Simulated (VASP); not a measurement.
# LiF (Pm-3m) in VASP: further runs, part 2 of 2

VASP 6.6.1. Earlier steps stand in the parts before.

### Step 5. Relaxation of cell and atoms, PBEsol, target pressure 5 GPa, at which the enthalpy is minimised

This run uses another cell than the first one, of 8.38 Å³/atom, 1.110 times its volume.

File INCAR:

```
SYSTEM = LiF
PREC     = Accurate       ! precision mode
ENCUT    = 600            ! plane-wave cutoff, eV
EDIFF    = 1E-6           ! SCF threshold, eV
ISMEAR   = -1             ! smearing method
SIGMA    = 0.05           ! smearing width, eV
LREAL    = .False.        ! projectors in reciprocal space
LASPH    = .True.         ! aspherical terms in the spheres
NELM     = 80             ! most SCF steps
ALGO     = Normal         ! electronic algorithm
ISIF     = 3              ! what is computed and relaxed
LWAVE    = .False.        ! write WAVECAR
LCHARG   = .False.        ! write CHGCAR
GGA      = PS             ! functional
IBRION   = 2              ! ionic algorithm
NSW      = 80             ! ionic steps
EDIFFG   = -0.02          ! ionic threshold
PSTRESS  = 50.0
```

File KPOINTS:

```
Automatic mesh
0
Gamma
  10 10 10
  0 0 0
```

File POSCAR:

```
LiF
1.0
    2.5595330000      0.0000000000      0.0000000000
    0.0000000000      2.5595330000      0.0000000000
    0.0000000000      0.0000000000      2.5595330000
F Li
1 1
Direct
    0.5000000000      0.5000000000      0.5000000000
    0.0000000000      0.0000000000      0.0000000000
```

Potentials or basis: VASP PAW PBE potentials, release 64 (F, Li_sv).

Launch:

```bash
$ cat potpaw_PBE.64/F/POTCAR potpaw_PBE.64/Li_sv/POTCAR > POTCAR
$ mpirun -np 1 vasp_std > vasp.out
```

OUTCAR:

```text
SYSTEM = LiF
   PREC = Accurate
   ENCUT = 600
   EDIFF = 1E-6
   ISMEAR = -1
   LREAL = .False.
   LASPH = .True.
   NELM = 80
   ISIF = 3
   GGA = PS
   IBRION = 2
   NSW = 80
   EDIFFG = -0.02
   PSTRESS = 50.0

 ion  position               nearest neighbor table
   1  0.500  0.500  0.500-   2 2.22   2 2.22   2 2.22   2 2.22   2 2.22   2 2.22   2 2.22   2 2.22

   2  0.000  0.000  0.000-   1 2.22   1 2.22   1 2.22   1 2.22   1 2.22   1 2.22   1 2.22   1 2.22

  LATTYP: Found a simple cubic cell.
 ALAT       =     2.5595330000

  Lattice vectors:

 A1 = (   2.5595330000,   0.0000000000,   0.0000000000)
 A2 = (   0.0000000000,   2.5595330000,   0.0000000000)
 A3 = (   0.0000000000,   0.0000000000,   2.5595330000)

Analysis of symmetry for initial positions (statically):
=====================================================================
 Subroutine PRICEL returns:
 Original cell was already a primitive cell.

 Routine SETGRP: Setting up the symmetry group for a
 simple cubic supercell.

 Subroutine GETGRP returns: Found 48 space group operations
 (whereof 48 operations were pure point group operations)
 out of a pool of 48 trial point group operations.

The static configuration has the point symmetry O_h .

Analysis of symmetry for dynamics (positions and initial velocities):
=====================================================================
 Subroutine PRICEL returns:
 Original cell was already a primitive cell.

 Routine SETGRP: Setting up the symmetry group for a
 simple cubic supercell.

 Subroutine GETGRP returns: Found 48 space group operations
 (whereof 48 operations were pure point group operations)
 out of a pool of 48 trial point group operations.

The dynamic configuration has the point symmetry O_h .

 Subroutine INISYM returns: Found 48 space group operations
 (whereof 48 operations are pure point group operations),
 and found     1 'primitive' translations

----------------------------------------------------------------------------------------

                                     Primitive cell

  volume of cell :      16.7680

  direct lattice vectors                    reciprocal lattice vectors
     2.559533000  0.000000000  0.000000000     0.390696272  0.000000000  0.000000000
     0.000000000  2.559533000  0.000000000     0.000000000  0.390696272  0.000000000
     0.000000000  0.000000000  2.559533000     0.000000000  0.000000000  0.390696272

  length of vectors
     2.559533000  2.559533000  2.559533000     0.390696272  0.390696272  0.390696272

  position of ions in fractional coordinates (direct lattice)
     0.500000000  0.500000000  0.500000000
     0.000000000  0.000000000  0.000000000

  ion indices of the primitive-cell ions
   primitive index   ion index
                 1           1
                 2           2

----------------------------------------------------------------------------------------

 KPOINTS: Automatic mesh

Automatic generation of k-mesh.
 Grid dimensions read from file:
 generate k-points for:   10   10   10
[... 24 lines left out ...]
  0.300000  0.000000  0.000000      6.000000
  0.400000  0.000000  0.000000      6.000000
  0.500000  0.000000  0.000000      3.000000
[... 16 lines left out ...]
  0.200000  0.100000  0.100000     24.000000
  0.300000  0.100000  0.100000     24.000000
 [... further k-points ...]
   k-points           NKPTS =     56   k-points in BZ     NKDIM =     56   number of bands    NBANDS=      9
   number of dos      NEDOS =    301   number of ions     NIONS =      2
   total plane-waves  NPLWV =   8000
   dimension x,y,z NGX =    20 NGY =   20 NGZ =   20
   dimension x,y,z NGXF=    40 NGYF=   40 NGZF=   40
   ions per type =               1   1
   NGX,Y,Z   is equivalent  to a cutoff of  12.99, 12.99, 12.99 a.u.
   NGXF,Y,Z  is equivalent  to a cutoff of  25.98, 25.98, 25.98 a.u.
 SYSTEM =  LiF
   PREC   = accura    normal or accurate (medium, high low for compatibility)
   ISTART =      0    job   : 0-new  1-cont  2-samecut
   ICHARG =      2    charge: 1-file 2-atom 10-const
   ISPIN  =      1    spin polarized calculation?
   LNONCOLLINEAR =      F non collinear calculations
   LSORBIT =      F    spin-orbit coupling
   LASPH  =      T    aspherical Exc in radial PAW
   ENCUT  =  600.0 eV  44.10 Ry    6.64 a.u.   5.11  5.11  5.11*2*pi/ulx,y,z
   NELM   =     80;   NELMIN=  2; NELMDL= -5     # of ELM steps
   EDIFF  = 0.1E-05   stopping-criterion for ELM
   LREAL  =      F    real-space projection
   EDIFFG = -.2E-01   stopping-criterion for IOM
   NSW    =     80    number of steps for IOM
   IBRION =      2    ionic relax: 0-MD 1-quasi-New 2-CG
   NFREE  =      1    steps in history (QN), initial steepest desc. (CG)
   ISIF   =      3    stress and relaxation
   ISYM   =      2    0-nonsym 1-usesym 2-fastsym
   POTIM  = 0.5000    time-step for ionic-motion
   TEBEG  =    0.0;   TEEND  =   0.0 temperature during run
   PSTRESS=   50.0 pullay stress
   NELECT =      10.0000    total number of electrons
   NUPDOWN=      -1.0000    fix difference up-down
   EMIN   =  10.00;   EMAX   =-10.00  energy-range for DOS
   EFERMI =   0.00;   METHOD = LEGACY
   ISMEAR =    -1;   SIGMA  =   0.05  broadening in eV -4-tet -1-fermi 0-gaus
   EFERMI_NEDOS =   21; number of points for ismear=-14 and -15
   IALGO  =     38    algorithm
   IMIX   =      4    mixing-type and parameters
     AMIX     =   0.40;   BMIX     =  1.00
     AMIX_MAG =   1.60;   BMIX_MAG =  1.00
  volume/ion in A,a.u.               =       8.38        56.58
  Fermi-wavevector in a.u.,A,eV,Ry     =   1.377994  2.604032 25.835673  1.898868
  Thomas-Fermi vector in A             =   2.503097
   LORBIT       =      0    0 simple, 1 ext, 2 COOP (PROOUT), +10 PAW based schemes
   GGA     = PS    functional components
   LHFCALC =     F    Hartree Fock is set to
   AEXX    =    0.0000 exact exchange contribution
   IVDW    =     0    specifies the selected vdW correction
   LEPSILON=     F    determine dielectric tensor
   LRPA    =     F    only Hartree local field effects (RPA)
 conjugate gradient relaxation of ions
 non-spin polarized calculation
  energy-cutoff  :      600.00
  volume of cell :       16.77
 maximum number of plane-waves:       587
   NGX = 11   NGY = 11   NGZ = 11

--------------------------------------- Ionic step        1  -------------------------------------------

 number of electron      10.0000016 magnetization

 Free energy of the ion-electron system (eV)
  ---------------------------------------------------
  ext. energy  EPLUGINS =         0.00000000
  ---------------------------------------------------
  free energy    TOTEN  =        -9.28115878 eV

  energy without entropy =       -9.28115878  energy(sigma->0) =       -9.28115878

------------------------ aborting loop because EDIFF is reached ----------------------------------------

  FORCE on cell =-STRESS in cart. coord.  units (eV):
  Direction    XX          YY          ZZ          XY          YZ          ZX
  --------------------------------------------------------------------------------------
  -------------------------------------------------------------------------------------
  Total       -0.3645725     -0.3645725     -0.3645725      0.0000000      0.0000000     -0.0000000
  in kB      -34.8347154    -34.8347154    -34.8347154      0.0000000      0.0000000     -0.0000000
  external PRESSURE =     -84.8347154 kB  Pullay stress =      50.0000000 kB
[... 101 lines left out ...]
--------------------------------------- Ionic step        4  -------------------------------------------

 number of electron       9.9999997 magnetization

 Free energy of the ion-electron system (eV)
  ---------------------------------------------------
  ext. energy  EPLUGINS =         0.00000000
  ---------------------------------------------------
  free energy    TOTEN  =        -9.27765744 eV

  energy without entropy =       -9.27765744  energy(sigma->0) =       -9.27765744

 E-fermi :   1.8047     XC(G=0): -10.6965

 val. band max:        0.8157705657   @ k =   0.5000   0.5000   0.0000
 cond. band min:       9.1612331558   @ k =   0.0000   0.0000   0.0000
 fundamental gap:      8.3454625902
 Fermi energy:         1.8046581588

 k-point     1 :       0.0000    0.0000    0.0000
  band No.  band energies     occupation
      1     -41.2043      2.00000
      2     -20.3803      2.00000
      3       0.0162      2.00000
      4       0.0162      2.00000
      5       0.0162      2.00000
      6       9.1612      0.00000
      7      20.0598      0.00000
      8      20.0598      0.00000
      9      22.9434      0.00000
[... 265 lines left out ...]
 k-point    24 :       0.3000    0.1000    0.1000
  band No.  band energies     occupation
      1     -41.1411      2.00000
      2     -19.9058      2.00000
      3      -2.3139      2.00000
      4      -0.1304      2.00000
      5       0.0343      2.00000
      6      10.9352      0.00000
      7      16.3196      0.00000
      8      19.1858      0.00000
      9      22.5842      0.00000

 [... further k-points ...]
[... 5 lines left out ...]
  --------------------------------------------------------------------------------------
  -------------------------------------------------------------------------------------
  Total        0.4682729      0.4682729      0.4682729     -0.0000000      0.0000000     -0.0000000
  in kB       50.0225307     50.0225307     50.0225307     -0.0000000      0.0000000     -0.0000000
  external PRESSURE =       0.0225307 kB  Pullay stress =      50.0000000 kB
[... 21 lines left out ...]
  energy  without entropy=       -9.2776574384  energy(sigma->0) =       -9.27765744

  enthalpy is  TOTEN    =        -8.8095954141 eV   P V=        0.4680620244

 reached required accuracy - stopping structural energy minimisation
```

Wall time 28 s (1 thread of AMD EPYC 7R43 (Zen 3), shared host); peak memory 0.08 GiB.

Results:

```
Free energy                                            : -9.2777 eV
Relaxed volume                                         : 7.50 Å³/atom
Relaxed cell                                           : a = 2.466 Å, b = 2.466 Å, c = 2.466 Å, α = 90.00°, β = 90.00°, γ = 90.00°
Space group after relaxing (to 0.05 Å)                 : Pm-3m (No. 221)
Energy change on relaxing (the enthalpy is what falls) : +1.8 meV/atom
Ionic steps                                            : 4
Pressure after relaxing                                : 5.0 GPa
Band gap on the k mesh                                 : 8.35 eV, indirect (least direct gap 9.14 eV)
```

Step by step:
| step | energy change (eV) | largest force (eV/Å) | pressure (GPa) | volume (Å³) |
| --- | --- | --- | --- | --- |
| 1 | 0.0000 | 0.0000 | -3.48 | 16.77 |
| 2 | -0.0094 | 0.0000 | 0.97 | 15.71 |
| 3 | 0.0005 | 0.0000 | 4.39 | 15.10 |
| 4 | 0.0035 | 0.0000 | 5.00 | 15.00 |

Final structure:
```
CELL_PARAMETERS angstrom
2.46612 0.00000 0.00000
0.00000 2.46612 0.00000
0.00000 0.00000 2.46612
ATOMIC_POSITIONS crystal
F 0.50000 0.50000 0.50000
Li 0.00000 0.00000 0.00000
```

Caveat: the cutoff is under 1.25 times the usual one of these potentials, so pressure, stress and relaxed cells hold a basis-set (Pulay) error; the cell is relaxed towards a set pressure, so the enthalpy falls and the energy may rise; the PAW data sets were made with another functional, which shifts forces and pressure a little.

### Step 6. Overview

| task | cell | cutoff (eV) | gap on the mesh (eV) | pressure (GPa) |
| --- | --- | --- | --- | --- |
| single point | a = 2.472 Å, 2 atoms | 520 | 8.28 | - |
| relaxation of cell and atoms | relaxed from a = 2.560 Å, 2 atoms | 600 | 7.78 | -0.3 |
| relaxation of cell and atoms | relaxed to 2 GPa from a = 2.560 Å, 2 atoms | 600 | 8.01 | 1.7 |
| relaxation of cell and atoms | relaxed to 5 GPa from a = 2.560 Å, 2 atoms | 600 | 8.35 | 5.0 |

Alike in all rows: level PBEsol; potentials or basis VASP PAW PBE potentials, release 64 (F, Li_sv); no spin polarisation; k mesh 10 × 10 × 10; smearing fermi-dirac 0.05 eV.

Caveats: the cutoff is under 1.25 times the usual one of these potentials, so pressure, stress and relaxed cells hold a basis-set (Pulay) error; the PAW data sets were made with another functional, which shifts forces and pressure a little; the cell is relaxed towards a set pressure, so the enthalpy falls and the energy may rise (some runs).

Total energies depend on the potentials used, so only differences within one code and one set of settings carry meaning.
